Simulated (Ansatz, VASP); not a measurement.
## One calculation of TaC, two programs

Contents of INCAR:

```
SYSTEM = TaC
PREC = Accurate
ENCUT = 520
EDIFF = 1E-6
ISMEAR = 0
SIGMA = 0.1
LREAL = .False.
LASPH = .True.
NELM = 80
ALGO = Normal
ISIF = 2
LWAVE = .False.
LCHARG = .True.
LDIPOL = .True.
IDIPOL = 3
DIPOL = 0.5 0.5 0.500
GGA = PE
LELF = .True.
LVHAR = .True.
LVACPOTAV = .True.
NBANDS = 48
```

Contents of KPOINTS:

```
regular mesh
0
Gamma
  5 5 1
  0 0 0
```

POSCAR

```
TaC
1.0
    3.1644852942      0.0000000000      0.0000000000
    0.0000000000      3.1644852942      0.0000000000
    0.0000000000      0.0000000000     23.9505160421
Ta C
5 5
Direct
    0.5000000000      0.5000000000      0.3131456536
    0.0000000000      0.0000000000      0.4065728268
    0.5000000000      0.5000000000      0.5000000000
    0.0000000000      0.0000000000      0.5934271732
    0.5000000000      0.5000000000      0.6868543464
    0.0000000000      0.0000000000      0.3131456536
    0.5000000000      0.5000000000      0.4065728268
    0.0000000000      0.0000000000      0.5000000000
    0.5000000000      0.5000000000      0.5934271732
    0.0000000000      0.0000000000      0.6868543464
```

Input for Ansatz:

```yaml
crystal:
  lattice:
    - [3.1644852942, 0.0, 0.0]
    - [0.0, 3.1644852942, 0.0]
    - [0.0, 0.0, 23.9505160421]
  atoms:
    - { symbol: Ta, position: [0.5, 0.5, 0.3131456536] }
    - { symbol: C, position: [0.0, 0.0, 0.3131456536] }
    - { symbol: Ta, position: [0.0, 0.0, 0.4065728268] }
    - { symbol: C, position: [0.5, 0.5, 0.4065728268] }
    - { symbol: Ta, position: [0.5, 0.5, 0.5] }
    - { symbol: C, position: [0.0, 0.0, 0.5] }
    - { symbol: Ta, position: [0.0, 0.0, 0.5934271732] }
    - { symbol: C, position: [0.5, 0.5, 0.5934271732] }
    - { symbol: Ta, position: [0.5, 0.5, 0.6868543464] }
    - { symbol: C, position: [0.0, 0.0, 0.6868543464] }
basis:
  ecutwfc: 420
kpoints:
  mp_grid: { grid: [5, 5, 1] }
hamiltonian:
  xc: pbe
scf:
  occupations: { method: gaussian, width: 0.1 }
output:
  forces: true
  stress: true
  eigenvalues: true
efield:
  axis: 3
  dipole_correction: true
  ramp_width: 0.04
```

Alike in both runs: task single point; functional PBE; k mesh 5 × 5 × 1; occupations gaussian, width 0.1 eV; no spin polarisation.

```csv
,VASP,Ansatz
version,VASP 6.6.1,Ansatz 0.2.0
potentials or method,"VASP PAW PBE potentials, release 64 (Ta_pv, C), cutoff 520 eV","scalar-relativistic, plane waves, PAW"
valence electrons in the cell,75,85
```

VASP gave:

- gap on the k mesh at the Fermi level (eV): none
- rms of the force components (eV/Å): 0.839
- work function, face that differs most (eV): 3.49

Problem. Estimate Ansatz's values.

Solution. gap on the k mesh at the Fermi level (eV): none; rms of the force components (eV/Å): 0.840; work function, face that differs most (eV): 3.48.

A gap of «none» marks a metal or a gap that the smearing closes. VASP's potentials hold 75 valence electrons a cell and Ansatz's 85, so a difference there can come from the potentials and not from the codes.

The k mesh is coarse, so the values compare programs but aren't converged. Neither program's run includes spin-orbit coupling.
